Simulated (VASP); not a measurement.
# Au in VASP: single point with PBE

Aim: the single point of Au with PBE.

Program: VASP 6.6.1. These are calculated values, not measurements. Logs are shortened: lines on timing, memory, paths and dates and some standing lists are left out, and cuts for length are marked.

## 1. The cell of the first run

The cell holds a slab with vacuum, 12 atoms: a = 6.152 Å, b = 6.152 Å, c = 28.054 Å, α = 90.00°, β = 90.00°, γ = 116.91°.

## 2. Single point, PBE

File INCAR:

```
PREC = Accurate
ENCUT = 400
EDIFF = 1E-6
ISMEAR = 0
SIGMA = 0.1
LREAL = False
LASPH = True
NELM = 120
ALGO = Normal
ISIF = 2
LWAVE = False
LCHARG = True
LDIPOL = True
IDIPOL = 3
DIPOL = 0.5 0.5 0.655
GGA = PE
LELF = True
LVHAR = True
LVACPOTAV = True
NBANDS = 78
GGA_COMPAT = False
NELMDL = -8
```

File KPOINTS:

```
regular mesh
0
Gamma
  7 7 1
```

File POSCAR:

```
Au
1.0
    6.1520446281      0.0000000000      0.0000000000
   -2.7846162569      5.4857602397      0.0000000000
    0.0000000000      0.0000000000     28.0535102763
Au
12
Direct
    0.2788311601      0.2211688399      0.5728788640
    0.7929294862      0.2070705138      0.5777891905
    0.2929294862      0.7070705138      0.5777891905
    0.7788311601      0.7211688399      0.5728788640
    0.1264901761      0.3735098239      0.6559885104
    0.6141623425      0.3858376575      0.6534013886
    0.1141623425      0.8858376575      0.6534013886
    0.6264901761      0.8735098239      0.6559885104
    0.9482271821      0.5517728179      0.7314582818
    0.4482470523      0.5517529477      0.7358212286
    0.9482470523      0.0517529477      0.7358212286
    0.4482271821      0.0517728179      0.7314582818
```

Potentials or basis: VASP PAW PBE potentials, release 64 (Au).

Run with:

```console
cat potpaw_PBE.64/Au/POTCAR > POTCAR
mpirun -np 1 vasp_std > vasp.out
```

OUTCAR:

```text
PREC = Accurate
   ENCUT = 400
   EDIFF = 1E-6
   ISMEAR = 0
   LREAL = False
   LASPH = True
   NELM = 120
   ISIF = 2
   GGA = PE
   NELMDL = -8

 ion  position               nearest neighbor table
   1  0.279  0.221  0.573-   5 2.83   7 2.91   6 2.91   3 2.95   2 2.95   3 3.21   2 3.21   4 3.22
                             4 3.22
   2  0.793  0.207  0.578-   6 2.83   8 2.86   5 2.86   4 2.95   1 2.95   4 3.21   1 3.21   3 3.22
                             3 3.22
   3  0.293  0.707  0.578-   7 2.83   5 2.86   8 2.86   1 2.95   4 2.95   1 3.21   4 3.21   2 3.22
                             2 3.22
   4  0.779  0.721  0.573-   8 2.83   6 2.91   7 2.91   2 2.95   3 2.95   2 3.21   3 3.21   1 3.22
                             1 3.22
   5  0.126  0.374  0.656-   9 2.82   1 2.83   3 2.86   2 2.86  11 2.86  10 2.86   7 2.97   6 2.97
                             7 3.19   6 3.19   8 3.22   8 3.22
   6  0.614  0.386  0.653-   2 2.83  12 2.86   9 2.86  10 2.89   4 2.91   1 2.91   8 2.97   5 2.97
                             8 3.19   5 3.19   7 3.22   7 3.22
   7  0.114  0.886  0.653-   3 2.83   9 2.86  12 2.86  11 2.89   1 2.91   4 2.91   5 2.97   8 2.97
                             5 3.19   8 3.19   6 3.22   6 3.22
   8  0.626  0.874  0.656-  12 2.82   4 2.83   2 2.86   3 2.86  10 2.86  11 2.86   6 2.97   7 2.97
                             6 3.19   7 3.19   5 3.22   5 3.22
   9  0.948  0.552  0.731-   5 2.82   7 2.86   6 2.86  11 3.08  10 3.08  11 3.08  10 3.08  12 3.22
                            12 3.22
  10  0.448  0.552  0.736-   8 2.86   5 2.86   6 2.89  12 3.08   9 3.08  12 3.08   9 3.08  11 3.22
                            11 3.22
  11  0.948  0.052  0.736-   5 2.86   8 2.86   7 2.89   9 3.08  12 3.08   9 3.08  12 3.08  10 3.22
                            10 3.22
  12  0.448  0.052  0.731-   8 2.82   6 2.86   7 2.86  10 3.08  11 3.08  10 3.08  11 3.08   9 3.22
                             9 3.22

  LATTYP: Found a base centered orthorhombic cell.
 ALAT       =     6.4368578703
 B/A-ratio  =     1.6290651604
 C/A-ratio  =     4.3582615682

  Lattice vectors:

 A1 = (   6.1520446281,   0.0000000000,   0.0000000000)
 A2 = (  -2.7846162569,   5.4857602397,   0.0000000000)
 A3 = (   0.0000000000,   0.0000000000,  28.0535102763)

Analysis of symmetry for initial positions (statically):
=====================================================================
 Subroutine PRICEL returns following result:

  LATTYP: Found a simple orthorhombic cell.
 ALAT       =     3.2184289352
 B/A-ratio  =     1.6290651604
 C/A-ratio  =     8.7165231364

  Lattice vectors:

 A1 = (   1.6837141856,   2.7428801199,   0.0000000000)
 A2 = (  -4.4683304425,   2.7428801199,   0.0000000000)
 A3 = (   0.0000000000,   0.0000000000,  28.0535102763)

   2 primitive cells build up your supercell.

 Routine SETGRP: Setting up the symmetry group for a
 base centered orthorhombic supercell.

 Subroutine GETGRP returns: Found  2 space group operations
 (whereof  2 operations were pure point group operations)
 out of a pool of  8 trial point group operations.

The static configuration has the point symmetry C_1h.

Analysis of symmetry for dynamics (positions and initial velocities):
=====================================================================
 Subroutine PRICEL returns following result:

  LATTYP: Found a simple orthorhombic cell.
 ALAT       =     3.2184289352
 B/A-ratio  =     1.6290651604
 C/A-ratio  =     8.7165231364

  Lattice vectors:

 A1 = (   1.6837141856,   2.7428801199,   0.0000000000)
 A2 = (  -4.4683304425,   2.7428801199,   0.0000000000)
 A3 = (   0.0000000000,   0.0000000000,  28.0535102763)

   2 primitive cells build up your supercell.

 Routine SETGRP: Setting up the symmetry group for a
 base centered orthorhombic supercell.

 Subroutine GETGRP returns: Found  2 space group operations
 (whereof  2 operations were pure point group operations)
 out of a pool of  8 trial point group operations.

The dynamic configuration has the point symmetry C_1h.

 Subroutine INISYM returns: Found  2 space group operations
 (whereof  2 operations are pure point group operations),
 and found     2 'primitive' translations

----------------------------------------------------------------------------------------

                                     Primitive cell

  volume of cell :     473.3839

  direct lattice vectors                    reciprocal lattice vectors
     1.683714186  2.742880120  0.000000000     0.162547585  0.264800608  0.000000000
    -4.468330443  2.742880120  0.000000000    -0.162547585  0.099779671  0.000000000
     0.000000000  0.000000000 28.053510276     0.000000000  0.000000000  0.035646163

  length of vectors
     3.218428935  5.243030450 28.053510276     0.310710605  0.190729390  0.035646163

  position of ions in fractional coordinates (direct lattice)
     0.500000000  0.942337680  0.572878864
     1.000000000  0.414141028  0.577789190
     0.500000000  0.247019648  0.655988510
     1.000000000  0.771675315  0.653401389
     0.500000000  0.603545636  0.731458282
     0.000000000  0.103505895  0.735821229

  ion indices of the primitive-cell ions
   primitive index   ion index
                 1           1
                 2           2
                 3           5
                 4           6
                 5          12
                 6          10

----------------------------------------------------------------------------------------

 KPOINTS: regular mesh

Automatic generation of k-mesh.
 Grid dimensions read from file:
 generate k-points for:    7    7    1

 Generating k-lattice:

  Cartesian coordinates                     Fractional coordinates (reciprocal lattice)
     0.023221084  0.011787210  0.000000000     0.142857143 -0.000000000  0.000000000
     0.000000000  0.026041449  0.000000000     0.000000000  0.142857143  0.000000000
     0.000000000  0.000000000  0.035646163     0.000000000  0.000000000  1.000000000

  Length of vectors
     0.026041449  0.026041449  0.035646163

  Shift w.r.t. Gamma in fractional coordinates (k-lattice)
     0.000000000  0.000000000  0.000000000

 Subroutine IBZKPT returns following result:
 ===========================================

 Found     16 irreducible k-points:

 Following reciprocal coordinates:
            Coordinates               Weight
  0.000000  0.000000  0.000000      1.000000
  0.142857 -0.000000  0.000000      4.000000
  0.285714 -0.000000  0.000000      4.000000
  0.428571 -0.000000  0.000000      4.000000
  0.142857  0.142857  0.000000      2.000000
  0.285714  0.142857  0.000000      4.000000
[... 8 lines left out ...]
  0.428571  0.428571  0.000000      2.000000
 -0.428571  0.428571  0.000000      2.000000
   k-points           NKPTS =     16   k-points in BZ     NKDIM =     16   number of bands    NBANDS=     78
   number of dos      NEDOS =    301   number of ions     NIONS =     12
   total plane-waves  NPLWV = 307200
   dimension x,y,z NGX =    40 NGY =   40 NGZ =  192
   dimension x,y,z NGXF=    80 NGYF=   80 NGZF=  384
   ions per type =              12
   NGX,Y,Z   is equivalent  to a cutoff of  10.81, 10.81, 11.38 a.u.
   NGXF,Y,Z  is equivalent  to a cutoff of  21.62, 21.62, 22.76 a.u.
 SYSTEM =  unknown system
   PREC   = accura    normal or accurate (medium, high low for compatibility)
   ISTART =      0    job   : 0-new  1-cont  2-samecut
   ICHARG =      2    charge: 1-file 2-atom 10-const
   ISPIN  =      1    spin polarized calculation?
   LNONCOLLINEAR =      F non collinear calculations
   LSORBIT =      F    spin-orbit coupling
   LASPH  =      T    aspherical Exc in radial PAW
   ENCUT  =  400.0 eV  29.40 Ry    5.42 a.u.  10.03 10.03 45.75*2*pi/ulx,y,z
   NELM   =    120;   NELMIN=  2; NELMDL= -8     # of ELM steps
   EDIFF  = 0.1E-05   stopping-criterion for ELM
   LREAL  =      F    real-space projection
   EDIFFG = 0.1E-04   stopping-criterion for IOM
   NSW    =      0    number of steps for IOM
   IBRION =     -1    ionic relax: 0-MD 1-quasi-New 2-CG
   NFREE  =      0    steps in history (QN), initial steepest desc. (CG)
   ISIF   =      2    stress and relaxation
   ISYM   =      2    0-nonsym 1-usesym 2-fastsym
   POTIM  = 0.5000    time-step for ionic-motion
   TEBEG  =    0.0;   TEEND  =   0.0 temperature during run
   PSTRESS=    0.0 pullay stress
   NELECT =     132.0000    total number of electrons
   NUPDOWN=      -1.0000    fix difference up-down
   EMIN   =  10.00;   EMAX   =-10.00  energy-range for DOS
   EFERMI =   0.00;   METHOD = LEGACY
   ISMEAR =     0;   SIGMA  =   0.10  broadening in eV -4-tet -1-fermi 0-gaus
   EFERMI_NEDOS =   21; number of points for ismear=-14 and -15
   IALGO  =     38    algorithm
   IMIX   =      4    mixing-type and parameters
     AMIX     =   0.40;   BMIX     =  1.00
     AMIX_MAG =   1.60;   BMIX_MAG =  1.00
  volume/ion in A,a.u.               =      78.90       532.43
  Fermi-wavevector in a.u.,A,eV,Ry     =   0.848890  1.604170  9.804562  0.720615
  Thomas-Fermi vector in A             =   1.964625
   LORBIT       =      0    0 simple, 1 ext, 2 COOP (PROOUT), +10 PAW based schemes
   GGA     = PE    functional components
   LHFCALC =     F    Hartree Fock is set to
   AEXX    =    0.0000 exact exchange contribution
   IVDW    =     0    specifies the selected vdW correction
   LEPSILON=     F    determine dielectric tensor
   LRPA    =     F    only Hartree local field effects (RPA)
 non-spin polarized calculation
 Gauss-broadening in eV      SIGMA  =   0.10
  energy-cutoff  :      400.00
  volume of cell :      946.77
 maximum number of plane-waves:     17258
   NGX = 21   NGY = 21   NGZ = 91

 dipolmoment           0.000000      0.000000      0.000011 electrons x Angstroem

 number of electron     131.9999991 magnetization

 dipolmoment           0.000000      0.000000     -0.000287 electrons x Angstroem

 Free energy of the ion-electron system (eV)
  ---------------------------------------------------
  ext. energy  EPLUGINS =         0.00000000
  ---------------------------------------------------
  free energy    TOTEN  =       -34.18961138 eV

  energy without entropy =      -34.16763529  energy(sigma->0) =      -34.17862333

 E-fermi :  -2.0635     XC(G=0):  -3.4900

 val. band max:       -2.0665852103   @ k =   0.1429  -0.0000   0.0000
 cond. band min:      -2.0284508723   @ k =  -0.2857   0.1429   0.0000
 fundamental gap:      0.0381343380
 Fermi energy:        -2.0635163281

 k-point     1 :       0.0000    0.0000    0.0000
  band No.  band energies     occupation
      1      -9.9137      2.00000
      2      -8.0829      2.00000
      3      -7.9048      2.00000
      4      -7.8519      2.00000
      5      -7.8120      2.00000
      6      -7.7441      2.00000
[... 70 lines left out ...]
     77       1.6192      0.00000
     78       1.6728      0.00000

 k-point     2 :       0.1429   -0.0000    0.0000
  band No.  band energies     occupation
      1      -9.7940      2.00000
      2      -7.9725      2.00000
      3      -7.9128      2.00000
      4      -7.7984      2.00000
      5      -7.7303      2.00000
      6      -7.6766      2.00000
[... 70 lines left out ...]
     77       1.6560      0.00000
     78       1.8161      0.00000
[... 1051 lines left out ...]
     77       3.3808      0.00000
     78       3.7163      0.00000

 k-point    16 :      -0.4286    0.4286    0.0000
  band No.  band energies     occupation
      1      -8.8474      2.00000
      2      -8.2008      2.00000
      3      -7.5291      2.00000
      4      -7.3815      2.00000
      5      -7.3313      2.00000
      6      -7.2746      2.00000
[... 70 lines left out ...]
     77       3.3037      0.00000
     78       3.3831      0.00000

------------------------ aborting loop because EDIFF is reached ----------------------------------------

  FORCE on cell =-STRESS in cart. coord.  units (eV):
  Direction    XX          YY          ZZ          XY          YZ          ZX
  --------------------------------------------------------------------------------------
  -------------------------------------------------------------------------------------
  Total      -14.9965294    -15.6538572     -1.2378914     -0.6474757      0.3361191     -0.5475599
  in kB      -25.3780258    -26.4903953     -2.0948339     -1.0956972      0.5688010     -0.9266137
  external PRESSURE =     -17.9877517 kB  Pullay stress =       0.0000000 kB

 VOLUME and BASIS-vectors are now :
 -----------------------------------------------------------------------------
  energy-cutoff  :      400.00
  volume of cell :      946.77
      direct lattice vectors                 reciprocal lattice vectors
     6.152044628  0.000000000  0.000000000     0.162547585  0.082510469  0.000000000
    -2.784616257  5.485760240  0.000000000     0.000000000  0.182290140  0.000000000
     0.000000000  0.000000000 28.053510276     0.000000000  0.000000000  0.035646163

 POSITION                                       TOTAL-FORCE (eV/Angst)
 -----------------------------------------------------------------------------------
      1.09951      1.21328     16.07126         0.214100     -0.131425      0.184498
      4.30153      1.13594     16.20901        -0.120769      0.074134     -0.044539
     -0.16680      3.87882     16.20901        -0.120769      0.074134     -0.044539
      2.78323      3.95616     16.07126         0.214100     -0.131425      0.184498
     -0.26191      2.04899     18.40278        -0.195330      0.119903      0.073255
      2.70394      2.11661     18.33020         0.117835     -0.072333     -0.119437
     -1.76439      4.85949     18.33020         0.117835     -0.072333     -0.119437
      1.42181      4.79187     18.40278        -0.195330      0.119903      0.073255
      4.29706      3.02689     20.51997        -0.035277      0.021655      0.036823
      1.22122      3.02678     20.64237         0.019441     -0.011934     -0.130601
      5.68955      0.28390     20.64237         0.019441     -0.011934     -0.130601
      2.61335      0.28401     20.51997        -0.035277      0.021655      0.036823
 -----------------------------------------------------------------------------------
    total drift:                                0.000360     -0.000221      0.000039

  FREE ENERGIE OF THE ION-ELECTRON SYSTEM (eV)
  ---------------------------------------------------
  free  energy   TOTEN  =       -34.1896113789 eV

  energy  without entropy=      -34.1676352908  energy(sigma->0) =      -34.17862333

 vacuum level on the upper side and lower side of the slab         3.058         3.060
```

Run time: 43 min. Hardware: 1 thread of Oxide Virtual Turin-like, shared host; peak memory 0.88 GiB.

What came out:

| Property | Result |
| --- | --- |
| Free energy | -34.1896 eV |
| Largest force | 0.312 eV/Å |
| Band gap on the k mesh | zero (bands 66 and 67 overlap by 0.83 eV) |

Forces on the atoms (eV/Å):
```
Au   0.214 -0.131  0.184
Au  -0.121  0.074 -0.045
Au  -0.121  0.074 -0.045
Au   0.214 -0.131  0.184
Au  -0.195  0.120  0.073
Au   0.118 -0.072 -0.119
Au   0.118 -0.072 -0.119
Au  -0.195  0.120  0.073
Au  -0.035  0.022  0.037
Au   0.019 -0.012 -0.131
Au   0.019 -0.012 -0.131
Au  -0.035  0.022  0.037
```

Caveat: spin-orbit coupling is left out, which moves the levels of the heavy elements.

The gap in the log of VASP goes by the Fermi energy; the results here count the filled bands.